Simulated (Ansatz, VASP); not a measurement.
## Yb: VASP beside Ansatz

```
Yb
1.0
    -2.16724    2.16724    2.16724
     2.16724   -2.16724    2.16724
     2.16724    2.16724   -2.16724
Yb
1
Direct
  0.00000 0.00000 0.00000
```

Alike in both runs: task single point; functional BLYP; k mesh 12 × 12 × 12; occupations fermi-dirac, width 0.1 eV; no spin polarisation.

|  | VASP | Ansatz |
| --- | --- | --- |
| version | VASP 6.6.1 | Ansatz 0.2.0 |
| potentials or method | VASP PAW PBE potentials, release 64 (Yb), cutoff 520 eV | plane waves (420 eV) with PAW, scalar-relativistic |
| valence electrons in the cell | 24 | 24 |

```tsv
	VASP	Ansatz	Ansatz less VASP
pressure (GPa)	-2.1	-1.6	+0.52
```

VASP's potentials were made for PBE, not for BLYP. The functional is the same, so the differences come from potentials, cutoffs and numerics.

Neither program's run includes spin-orbit coupling.
